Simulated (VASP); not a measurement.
C: single point with LDA

C:

```
C
1.0
    -1.21443    1.21443    1.71741
     1.21443   -1.21443    1.71741
     1.21443    1.21443   -1.71742
C
2
Direct
  0.00000 0.00000 0.00000
  0.75000 0.25000 0.50000
```

| Property | Result |
| --- | --- |
| Program | VASP 6.6.1 |
| Task | single point |
| Functional | LDA |
| Potentials or basis | VASP PAW LDA potentials, release 64 (C) |
| Cutoff | 520 eV |
| k mesh | 17 × 17 × 20 |
| Occupations | fermi-dirac, width 0.1 eV |
| Spin | no spin polarisation |
| Dipole correction | no |
| Further INCAR settings | ALGO = Normal; EDIFF = 1e-06; NBANDS = 11; ISYM = 0 |

```json
{
 "Pressure": "47.4 GPa",
 "Band gap on the k mesh": "4.38 eV (least direct gap 5.86 eV)"
}
```

Levels at points of the mesh, in eV from the valence-band top:
| k point | band 1 | band 2 | band 3 | band 4 | band 5 | band 6 | band 7 | band 8 | band 9 |
| --- | --- | --- | --- | --- | --- | --- | --- | --- | --- |
| (0.00, 0.00, 0.00) | -22.88 | 0.00 | 0.00 | 0.00 | 5.86 | 5.86 | 5.86 | 16.23 | 20.56 |
| (0.00, 0.00, 0.50) | -13.45 | -13.45 | -7.00 | -7.00 | 4.96 | 4.96 | 18.42 | 18.42 | 25.16 |

Run time: 87 s on 1 thread of Intel(R) Xeon(R) 6975P-C (Granite Rapids), on a shared host, peak memory 0.35 GiB.

Caveat: the cell stands under pressure. A k mesh can miss the band edges.
